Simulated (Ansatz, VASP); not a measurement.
## Al: VASP beside Ansatz

Contents of INCAR:

```
SYSTEM = Al
PREC     = Accurate       ! precision mode
ENCUT    = 520            ! plane-wave cutoff, eV
EDIFF    = 1E-8           ! SCF threshold, eV
ISMEAR   = -1             ! smearing method
SIGMA    = 0.05           ! smearing width, eV
LREAL    = .False.        ! projectors in reciprocal space
LASPH    = .True.         ! aspherical terms in the spheres
NELM     = 80             ! most SCF steps
ALGO     = Normal         ! electronic algorithm
ISIF     = 2              ! what is computed and relaxed
LWAVE    = .False.        ! write WAVECAR
LCHARG   = .False.        ! write CHGCAR
GGA      = PE             ! functional
LEFG     = .True.       
NBANDS   = 8              ! bands
```

KPOINTS

```
regular mesh
0
Gamma
  14 14 14
  0 0 0
```

POSCAR

```
Al
1.0
   -0.0303597000      2.0088001500      2.0088001500
    2.0088001500     -0.0303597000      2.0088001500
    2.0088001500      2.0088001500     -0.0303597000
Al
1
Direct
    0.0000000000      0.0000000000      0.0000000000
```

Input for Ansatz:

```yaml
crystal:
  lattice:
    - [-0.0303597, 2.00880015, 2.00880015]
    - [2.00880015, -0.0303597, 2.00880015]
    - [2.00880015, 2.00880015, -0.0303597]
  atoms:
    - { symbol: Al, position: [0.0, 0.0, 0.0] }
kpoints:
  mp_grid: { grid: [14, 14, 14] }
scf:
  occupations: { method: fermi_dirac, width: 0.05 }
hamiltonian:
  xc: pbe
  pseudopotentials: { kind: paw }
output:
  forces: true
  stress: true
  eigenvalues: true
  efg: { contact_densities: true }
```

Change from the starting cell: equal xy, yz and zx shear strains of -1.5 %, PAW files.

Alike in both runs: task electric field gradients; functional PBE; k mesh 14 × 14 × 14; occupations fermi-dirac, width 0.05 eV; no spin polarisation.

|  | VASP | Ansatz |
| --- | --- | --- |
| version | VASP 6.6.1 | Ansatz 0.2.0 |
| potentials or method | VASP PAW PBE potentials, release 64 (Al) | PAW with Ansatz's default frozen-core files, scalar-relativistic |
| plane-wave cutoff (eV) | 520 | 420 |
| valence electrons in the cell | 3 | 3 |

VASP gave:

- pressure (GPa): -0.6
- traceless stress, the component that is largest in VASP (GPa): -0.10
- size of Vzz on the site where it differs most (V/Å²): 1.9

Q: Estimate Ansatz's values.

A: Pressure (GPa): -0.5; traceless stress, the component that is largest in VASP (GPa): -0.10; size of Vzz on the site where it differs most (V/Å²): 1.8.
